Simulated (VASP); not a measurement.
# AlN in VASP: a series of runs

The runs below take AlN through single point, with PBE.

Everything below comes from runs of VASP 6.6.1. Logs are shortened: lines on timing, memory, paths and dates and some standing lists are left out, and cuts for length are marked.

## Step 1: The cell of the first run

The structure is orthorhombic, space group Pna2_1 (No. 33). Conventional cell: a = 5.739 Å, b = 3.313 Å, c = 4.188 Å, α = 90.00°, β = 90.00°, γ = 90.00°. Within 2.3 Å of Al (site symmetry 1) lie 4 N at 1.72 to 1.95 Å. Within 2.3 Å of N (site symmetry 1) lie 4 Al at 1.72 to 1.95 Å.

## Step 2: Single point, PBE (atoms displaced along a vibrational mode)

File INCAR:

```
SYSTEM = AlN
PREC = Accurate ; ENCUT = 520
EDIFF = 1E-6 ; ISMEAR = 0
SIGMA = 0.05 ; LREAL = .False.
LASPH = .True. ; NELM = 80
ALGO = Normal ; ISIF = 2
LWAVE = .False. ; LCHARG = .True.
GGA = PE ; LELF = .True.
LVHAR = .True. ; NBANDS = 26
```

File KPOINTS:

```
regular mesh
0
Gamma
  8 6 4
  0 0 0
```

File POSCAR:

```
AlN
1.0
   -3.3134793387      0.0000000000      0.0000000000
    0.0000000000      0.0000000000     -4.1875902400
    0.0000000000     -5.7391145645      0.0000000000
Al N
4 4
Direct
    0.5111061504      0.2192556071      0.1666666667
   -0.0111061504      0.2192556071      0.6666666667
    0.0111061504      0.7192556071      0.3333333333
    0.4888938496      0.7192556071      0.8333333333
    0.5107008202      0.8092226044      0.1666666667
   -0.0107008202      0.8092226044      0.6666666667
    0.0107008202      0.3092226044      0.3333333333
    0.4892991798      0.3092226044      0.8333333333
```

Potentials or basis: VASP PAW PBE potentials, release 64 (Al, N).

On the command line:

```console
cat potpaw_PBE.64/Al/POTCAR potpaw_PBE.64/N/POTCAR > POTCAR
mpirun -np 1 vasp_std > vasp.out
```

OUTCAR:

```text
SYSTEM = AlN
   PREC = Accurate
   ENCUT = 520
   EDIFF = 1E-6
   ISMEAR = 0
   LREAL = .False.
   LASPH = .True.
   NELM = 80
   ISIF = 2
   GGA = PE

 ion  position               nearest neighbor table
   1  0.511  0.219  0.167-   5 1.72   7 1.95   7 1.95   8 1.95   5 2.47   3 2.84   3 2.84   3 2.84
                             3 2.84   4 2.84   4 2.84   2 3.28   2 3.28   2 3.35   2 3.35
   2  0.989  0.219  0.667-   6 1.72   8 1.95   8 1.95   7 1.95   6 2.47   4 2.84   4 2.84   4 2.84
                             4 2.84   3 2.84   3 2.84   1 3.28   1 3.28   1 3.35   1 3.35
   3  0.011  0.719  0.333-   7 1.72   5 1.95   5 1.95   6 1.95   7 2.47   1 2.84   1 2.84   1 2.84
                             1 2.84   2 2.84   2 2.84   4 3.28   4 3.28   4 3.35   4 3.35
   4  0.489  0.719  0.833-   8 1.72   6 1.95   6 1.95   5 1.95   8 2.47   2 2.84   2 2.84   2 2.84
                             2 2.84   1 2.84   1 2.84   3 3.28   3 3.28   3 3.35   3 3.35
   5  0.511  0.809  0.167-   1 1.72   3 1.95   3 1.95   4 1.95   1 2.47
   6  0.989  0.809  0.667-   2 1.72   4 1.95   4 1.95   3 1.95   2 2.47
   7  0.011  0.309  0.333-   3 1.72   1 1.95   1 1.95   2 1.95   3 2.47
   8  0.489  0.309  0.833-   4 1.72   2 1.95   2 1.95   1 1.95   4 2.47

  LATTYP: Found a simple orthorhombic cell.
 ALAT       =     3.3134793387
 B/A-ratio  =     1.2638045426
 C/A-ratio  =     1.7320508076

  Lattice vectors:

 A1 = (  -3.3134793387,   0.0000000000,   0.0000000000)
 A2 = (   0.0000000000,   0.0000000000,  -4.1875902400)
 A3 = (   0.0000000000,  -5.7391145645,   0.0000000000)

Analysis of symmetry for initial positions (statically):
=====================================================================
 Subroutine PRICEL returns:
 Original cell was already a primitive cell.

 Routine SETGRP: Setting up the symmetry group for a
 simple orthorhombic supercell.

 Subroutine GETGRP returns: Found  4 space group operations
 (whereof  1 operations were pure point group operations)
 out of a pool of  8 trial point group operations.

The static configuration has the point symmetry C_1 .
 The point group associated with its full space group is C_2v.

Analysis of symmetry for dynamics (positions and initial velocities):
=====================================================================
 Subroutine PRICEL returns:
 Original cell was already a primitive cell.

 Routine SETGRP: Setting up the symmetry group for a
 simple orthorhombic supercell.

 Subroutine GETGRP returns: Found  4 space group operations
 (whereof  1 operations were pure point group operations)
 out of a pool of  8 trial point group operations.

The dynamic configuration has the point symmetry C_1 .
 The point group associated with its full space group is C_2v.

 Subroutine INISYM returns: Found  4 space group operations
 (whereof  1 operations are pure point group operations),
 and found     1 'primitive' translations

----------------------------------------------------------------------------------------

                                     Primitive cell

  volume of cell :      79.6330

  direct lattice vectors                    reciprocal lattice vectors
    -3.313479339  0.000000000  0.000000000    -0.301797566  0.000000000  0.000000000
     0.000000000  0.000000000 -4.187590240     0.000000000  0.000000000 -0.238800824
     0.000000000 -5.739114565  0.000000000     0.000000000 -0.174242906  0.000000000

  length of vectors
     3.313479339  4.187590240  5.739114565     0.301797566  0.238800824  0.174242906

  position of ions in fractional coordinates (direct lattice)
     0.511106150  0.219255607  0.166666667
     0.988893850  0.219255607  0.666666667
     0.011106150  0.719255607  0.333333333
     0.488893850  0.719255607  0.833333333
     0.510700820  0.809222604  0.166666667
     0.989299180  0.809222604  0.666666667
     0.010700820  0.309222604  0.333333333
     0.489299180  0.309222604  0.833333333

  ion indices of the primitive-cell ions
   primitive index   ion index
                 1           1
                 2           2
                 3           3
                 4           4
                 5           5
                 6           6
                 7           7
                 8           8

----------------------------------------------------------------------------------------

 KPOINTS: regular mesh

Automatic generation of k-mesh.
 Grid dimensions read from file:
 generate k-points for:    8    6    4

 Generating k-lattice:

  Cartesian coordinates                     Fractional coordinates (reciprocal lattice)
    -0.037724696  0.000000000  0.000000000     0.125000000  0.000000000  0.000000000
     0.000000000  0.000000000 -0.039800137     0.000000000  0.166666667  0.000000000
     0.000000000 -0.043560727  0.000000000     0.000000000  0.000000000  0.250000000

  Length of vectors
     0.037724696  0.039800137  0.043560727

  Shift w.r.t. Gamma in fractional coordinates (k-lattice)
     0.000000000  0.000000000  0.000000000

 Subroutine IBZKPT returns following result:
 ===========================================

 Found     60 irreducible k-points:

 Following reciprocal coordinates:
            Coordinates               Weight
  0.000000  0.000000  0.000000      1.000000
  0.125000  0.000000  0.000000      2.000000
  0.250000  0.000000  0.000000      2.000000
  0.375000  0.000000  0.000000      2.000000
  0.500000  0.000000  0.000000      1.000000
  0.000000  0.166667  0.000000      2.000000
[... 16 lines left out ...]
  0.250000  0.000000  0.250000      4.000000
  0.375000  0.000000  0.250000      4.000000
 [... further k-points ...]
   k-points           NKPTS =     60   k-points in BZ     NKDIM =     60   number of bands    NBANDS=     26
   number of dos      NEDOS =    301   number of ions     NIONS =      8
   total plane-waves  NPLWV =  43008
   dimension x,y,z NGX =    28 NGY =   32 NGZ =   48
   dimension x,y,z NGXF=    56 NGYF=   64 NGZF=   96
   ions per type =               4   4
   NGX,Y,Z   is equivalent  to a cutoff of  14.05, 12.70, 13.90 a.u.
   NGXF,Y,Z  is equivalent  to a cutoff of  28.10, 25.41, 27.81 a.u.
 SYSTEM =  AlN
   PREC   = accura    normal or accurate (medium, high low for compatibility)
   ISTART =      0    job   : 0-new  1-cont  2-samecut
   ICHARG =      2    charge: 1-file 2-atom 10-const
   ISPIN  =      1    spin polarized calculation?
   LNONCOLLINEAR =      F non collinear calculations
   LSORBIT =      F    spin-orbit coupling
   LASPH  =      T    aspherical Exc in radial PAW
   ENCUT  =  520.0 eV  38.22 Ry    6.18 a.u.   6.16  7.79 10.67*2*pi/ulx,y,z
   NELM   =     80;   NELMIN=  2; NELMDL= -5     # of ELM steps
   EDIFF  = 0.1E-05   stopping-criterion for ELM
   LREAL  =      F    real-space projection
   EDIFFG = 0.1E-04   stopping-criterion for IOM
   NSW    =      0    number of steps for IOM
   IBRION =     -1    ionic relax: 0-MD 1-quasi-New 2-CG
   NFREE  =      0    steps in history (QN), initial steepest desc. (CG)
   ISIF   =      2    stress and relaxation
   ISYM   =      2    0-nonsym 1-usesym 2-fastsym
   POTIM  = 0.5000    time-step for ionic-motion
   TEBEG  =    0.0;   TEEND  =   0.0 temperature during run
   PSTRESS=    0.0 pullay stress
   NELECT =      32.0000    total number of electrons
   NUPDOWN=      -1.0000    fix difference up-down
   EMIN   =  10.00;   EMAX   =-10.00  energy-range for DOS
   EFERMI =   0.00;   METHOD = LEGACY
   ISMEAR =     0;   SIGMA  =   0.05  broadening in eV -4-tet -1-fermi 0-gaus
   EFERMI_NEDOS =   21; number of points for ismear=-14 and -15
   IALGO  =     38    algorithm
   IMIX   =      4    mixing-type and parameters
     AMIX     =   0.40;   BMIX     =  1.00
     AMIX_MAG =   1.60;   BMIX_MAG =  1.00
  volume/ion in A,a.u.               =       9.95        67.17
  Fermi-wavevector in a.u.,A,eV,Ry     =   1.208074  2.282930 19.856940  1.459444
  Thomas-Fermi vector in A             =   2.343693
   LORBIT       =      0    0 simple, 1 ext, 2 COOP (PROOUT), +10 PAW based schemes
   GGA     = PE    functional components
   LHFCALC =     F    Hartree Fock is set to
   AEXX    =    0.0000 exact exchange contribution
   IVDW    =     0    specifies the selected vdW correction
   LEPSILON=     F    determine dielectric tensor
   LRPA    =     F    only Hartree local field effects (RPA)
 non-spin polarized calculation
 Gauss-broadening in eV      SIGMA  =   0.05
  energy-cutoff  :      520.00
  volume of cell :       79.63
 maximum number of plane-waves:      2174
 NGX is ok and might be reduce to    28
   NGX = 13   NGY = 15   NGZ = 21

 number of electron      31.9999997 magnetization

 Free energy of the ion-electron system (eV)
  ---------------------------------------------------
  ext. energy  EPLUGINS =         0.00000000
  ---------------------------------------------------
  free energy    TOTEN  =       -57.17525494 eV

  energy without entropy =      -57.17525494  energy(sigma->0) =      -57.17525494

 E-fermi :   7.5118     XC(G=0): -11.1107

 val. band max:        7.2443262953   @ k =   0.0000   0.0000   0.0000
 cond. band min:      11.0471192387   @ k =   0.0000   0.0000   0.0000
 fundamental gap:      3.8027929434
 Fermi energy:         7.5117812052

 k-point     1 :       0.0000    0.0000    0.0000
  band No.  band energies     occupation
      1      -8.9171      2.00000
      2      -7.1194      2.00000
      3      -6.0229      2.00000
      4      -5.4780      2.00000
      5       1.2031      2.00000
      6       1.3483      2.00000
[... 18 lines left out ...]
     25      17.3120      0.00000
     26      19.1248      0.00000

 k-point     2 :       0.1250    0.0000    0.0000
  band No.  band energies     occupation
      1      -8.7870      2.00000
      2      -7.0168      2.00000
      3      -6.0650      2.00000
      4      -5.4717      2.00000
      5       1.3419      2.00000
      6       1.3647      2.00000
[... 18 lines left out ...]
     25      18.0060      0.00000
     26      18.2288      0.00000

 k-point     3 :       0.2500    0.0000    0.0000
  band No.  band energies     occupation
      1      -8.4125      2.00000
      2      -6.7298      2.00000
      3      -6.2363      2.00000
      4      -5.4892      2.00000
      5       1.3037      2.00000
      6       1.7439      2.00000
[... 18 lines left out ...]
     25      17.6888      0.00000
     26      18.4677      0.00000

 k-point     4 :       0.3750    0.0000    0.0000
  band No.  band energies     occupation
      1      -7.8484      2.00000
      2      -6.6177      2.00000
      3      -6.3243      2.00000
      4      -5.6170      2.00000
      5       1.2734      2.00000
      6       2.2999      2.00000
[... 18 lines left out ...]
     25      18.1398      0.00000
     26      18.5818      0.00000
[... 496 lines left out ...]
      1      -8.6174      2.00000
      2      -7.4717      2.00000
      3      -5.7833      2.00000
      4      -5.4729      2.00000
      5       1.5245      2.00000
      6       1.7512      2.00000
[... 18 lines left out ...]
     25      17.3735      0.00000
     26      18.1672      0.00000

 k-point    23 :       0.2500    0.0000    0.2500
  band No.  band energies     occupation
      1      -8.2556      2.00000
      2      -7.1999      2.00000
      3      -5.9112      2.00000
      4      -5.5157      2.00000
      5       1.6494      2.00000
      6       1.9016      2.00000
[... 18 lines left out ...]
     25      18.0182      0.00000
     26      18.2620      0.00000

 k-point    24 :       0.3750    0.0000    0.2500
  band No.  band energies     occupation
      1      -7.7221      2.00000
      2      -6.9340      2.00000
      3      -6.0995      2.00000
      4      -5.6780      2.00000
      5       1.3780      2.00000
      6       1.8972      2.00000
[... 18 lines left out ...]
     25      17.8669      0.00000
     26      18.3796      0.00000

 [... further k-points ...]

------------------------ aborting loop because EDIFF is reached ----------------------------------------

  FORCE on cell =-STRESS in cart. coord.  units (eV):
  Direction    XX          YY          ZZ          XY          YZ          ZX
  --------------------------------------------------------------------------------------
  -------------------------------------------------------------------------------------
  Total       -3.8243061     -3.7807198     29.7033720      0.0000000      0.0000000      0.0000000
  in kB      -76.9431369    -76.0662017    597.6170731      0.0000000      0.0000000      0.0000000
  external PRESSURE =     148.2025781 kB  Pullay stress =       0.0000000 kB

 VOLUME and BASIS-vectors are now :
 -----------------------------------------------------------------------------
  energy-cutoff  :      520.00
  volume of cell :       79.63
      direct lattice vectors                 reciprocal lattice vectors
    -3.313479339  0.000000000  0.000000000    -0.301797566  0.000000000  0.000000000
     0.000000000  0.000000000 -4.187590240     0.000000000  0.000000000 -0.238800824
     0.000000000 -5.739114565  0.000000000     0.000000000 -0.174242906  0.000000000

 POSITION                                       TOTAL-FORCE (eV/Angst)
 -----------------------------------------------------------------------------------
     -1.69354     -0.95652     -0.91815         0.115881      0.008121     -3.426250
     -3.27668     -3.82608     -0.91815        -0.115881      0.008121     -3.426250
     -0.03680     -1.91304     -3.01195         0.115881     -0.008121     -3.426250
     -1.61994     -4.78260     -3.01195        -0.115881     -0.008121     -3.426250
     -1.69220     -0.95652     -3.38869         0.074491      0.010744      3.426250
     -3.27802     -3.82608     -3.38869        -0.074491      0.010744      3.426250
     -0.03546     -1.91304     -1.29490         0.074491     -0.010744      3.426250
     -1.62128     -4.78260     -1.29490        -0.074491     -0.010744      3.426250
 -----------------------------------------------------------------------------------
    total drift:                                0.000000     -0.000002      0.000552

  FREE ENERGIE OF THE ION-ELECTRON SYSTEM (eV)
  ---------------------------------------------------
  free  energy   TOTEN  =       -57.1752549396 eV

  energy  without entropy=      -57.1752549396  energy(sigma->0) =      -57.17525494
```

It took 84 s on 1 thread of AMD EPYC 7R13 (Zen 3), shared host; peak memory 0.21 GiB.

Results:

- Free energy: -57.1753 eV
- Pressure: 14.8 GPa
- Largest force: 3.428 eV/Å
- Band gap on the k mesh: 3.80 eV

Forces on the atoms (eV/Å):
```
Al   0.116  0.008 -3.426
Al  -0.116  0.008 -3.426
Al   0.116 -0.008 -3.426
Al  -0.116 -0.008 -3.426
N    0.074  0.011  3.426
N   -0.074  0.011  3.426
N    0.074 -0.011  3.426
N   -0.074 -0.011  3.426
```

Caveat: the cell differs from its parent crystal (atoms displaced along a vibrational mode); the cell stands under pressure; forces of over 1 eV/Å act on the atoms, so gaps and moduli don't describe the material at rest. A k mesh can miss the band edges.

## Step 3: Single point, PBE (atoms displaced along a vibrational mode)

File INCAR:

```
PREC     = Accurate       # precision mode
ENCUT    = 520            # plane-wave cutoff, eV
EDIFF    = 1E-6           # SCF threshold, eV
ISMEAR   = 0              # smearing method
SIGMA    = 0.05           # smearing width, eV
LREAL    = False          # projectors in reciprocal space
LASPH    = True           # aspherical terms in the spheres
NELM     = 60             # most SCF steps
ALGO     = Normal         # electronic algorithm
ISIF     = 2              # what is computed and relaxed
LWAVE    = False          # write WAVECAR
LCHARG   = False          # write CHGCAR
GGA      = PE             # functional
NBANDS   = 26             # bands
```

File KPOINTS:

```
Automatic mesh
0
Gamma
  8 6 4
```

File POSCAR:

```
AlN
1.0
   -3.3134793387      0.0000000000      0.0000000000
    0.0000000000      0.0000000000     -4.1875902400
    0.0000000000     -5.7391145645      0.0000000000
Al N
4 4
Direct
    0.5000000000      0.2269417053      0.1666666667
    0.0000000000      0.2269417053      0.6666666667
    0.0000000000      0.7269417053      0.3333333333
    0.5000000000      0.7269417053      0.8333333333
    0.5000000000      0.7944169533      0.1666666667
    0.0000000000      0.7944169533      0.6666666667
    0.0000000000      0.2944169533      0.3333333333
    0.5000000000      0.2944169533      0.8333333333
```

Potentials or basis: VASP PAW PBE potentials, release 64 (Al, N).

On the command line:

```console
cat potpaw_PBE.64/Al/POTCAR potpaw_PBE.64/N/POTCAR > POTCAR
mpirun -np 1 vasp_std > vasp.out
```

Wall time 82 s (1 thread of AMD EPYC 7R13 (Zen 3), shared host); peak memory 0.21 GiB.

Results (log left out):

* Free energy: -58.0934 eV
* Pressure: 7.5 GPa
* Largest force: 1.562 eV/Å
* Band gap on the k mesh: 3.59 eV

Forces on the atoms (eV/Å):
```
Al   0.000  0.000 -1.562
Al   0.000  0.000 -1.562
Al   0.000  0.000 -1.562
Al   0.000  0.000 -1.562
N    0.000  0.000  1.562
N    0.000  0.000  1.562
N    0.000  0.000  1.562
N    0.000  0.000  1.562
```

Stress tensor (GPa, compression positive):
```
-4.66  0.00  0.00
 0.00 -4.66  0.00
 0.00  0.00 31.68
```

Levels at points of the mesh, in eV from the valence-band top:
```
           k point  band 14  band 15  band 16  band 17  band 18  band 19
(0.00, 0.00, 0.00)    -1.20    -1.08     0.00     3.59     4.18     4.64
(0.50, 0.00, 0.00)    -2.25    -1.81    -1.81     6.11     6.11     6.25
(0.00, 0.50, 0.00)    -2.05    -1.44    -1.44     5.31     5.31     5.73
(0.50, 0.50, 0.00)    -0.78    -0.78    -0.78     6.51     6.51     6.51
(0.00, 0.00, 0.50)    -1.05    -0.89    -0.89     5.09     5.09     6.34
(0.50, 0.00, 0.50)    -2.48    -1.08    -1.08     4.18     4.18     7.09
(0.00, 0.50, 0.50)    -1.56    -1.56    -1.56     5.69     5.69     5.69
(0.50, 0.50, 0.50)    -1.44    -1.44    -1.44     5.31     5.31     5.31
```

Caveat: the cell differs from its parent crystal (atoms displaced along a vibrational mode); the cell stands under pressure; forces of over 1 eV/Å act on the atoms, so gaps and moduli don't describe the material at rest.

(Continued in part 2 of 2.)
